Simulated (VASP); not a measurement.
Set up this calculation in VASP 6.6.1, as the native input.

```
Task                   : single point
Functional             : PBE
Potentials or basis    : VASP PAW PBE potentials, release 64 (Ag)
Cutoff                 : 520 eV
k mesh                 : 18 × 18 × 12
Occupations            : gaussian, width 0.1 eV
Spin                   : no spin polarisation
Dipole correction      : no
Further INCAR settings : ALGO = Fast; EDIFF = 1e-07; NBANDS = 18
```

The structure of Ag lies in POSCAR:

```
Ag
1.0
    2.1048553496      2.1048553496      0.0000000000
   -2.1048553496      2.1048553496      0.0000000000
    0.0000000000      0.0000000000      4.0629914989
Ag
2
Direct
    0.0000000000      0.0000000000      0.0000000000
    0.5000000000      0.5000000000      0.5000000000
```

This cell differs from its parent crystal: biaxial strain in the a-b plane: +1.5 %, then relaxed in part.

These files were run (other wordings do the same):

INCAR

```
SYSTEM = Ag
ALGO = Fast ; EDIFF = 1E-7
ENCUT = 520 ; GGA = PE
ISIF = 2 ; ISMEAR = 0
LASPH = .TRUE. ; LCHARG = .FALSE.
LREAL = .FALSE. ; LWAVE = .FALSE.
NBANDS = 18 ; NELM = 60
PREC = Accurate ; SIGMA = 0.1
```

KPOINTS

```
k-points
0
G
  18 18 12
  0 0 0
```

Potentials or basis: VASP PAW PBE potentials, release 64 (Ag).

Run with:

```sh
$ cat potpaw_PBE.64/Ag/POTCAR > POTCAR
$ mpirun -np 1 vasp_std > vasp.out
```

Results of the run:

| Item | Value |
| --- | --- |
| Pressure | -0.8 GPa |
| Band gap on the k mesh | zero (band 11 reaches 13.46 eV, above the bottom of band 12 at 4.30 eV) |

Caveat: the cell differs from its parent crystal (biaxial strain in the a-b plane: +1.5 %, then relaxed in part).

It took 2.3 min on 1 thread of Intel(R) Xeon(R) Platinum 8175M CPU @ 2.50GHz (Skylake/Cascade Lake), on a shared host, peak memory 0.31 GiB.
